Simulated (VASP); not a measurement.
BaTiO3:

```
Ba Ti O
1.0
     4.00420    0.00000    0.00000
     0.01139    4.00418    0.00000
     0.01139    0.01136    4.00417
Ba Ti O
1 1 3
Direct
  0.00000 0.00000 0.00000
  0.48450 0.48450 0.48450
  0.50860 0.50860 0.01750
  0.01750 0.50860 0.50860
  0.50860 0.01750 0.50860
```

Program: VASP 6.6.1. Alike in all runs: task single point; potentials or basis VASP PAW PBE potentials, release 64 (Ba_sv, Ti_sv, O); no spin polarisation; cell as given; k mesh 6 × 6 × 6; cutoff (eV) 520; smearing gaussian 0.01 eV.

**Question.** Order these runs on this cell by their pressure, lowest first.
A. level PBEsol
B. level r2SCAN
C. level BLYP

**Answer.** A (0.6 GPa), B (3.9 GPa), C (12.6 GPa).

Caveats: the PAW data sets were made with another functional, which shifts forces and pressure a little.
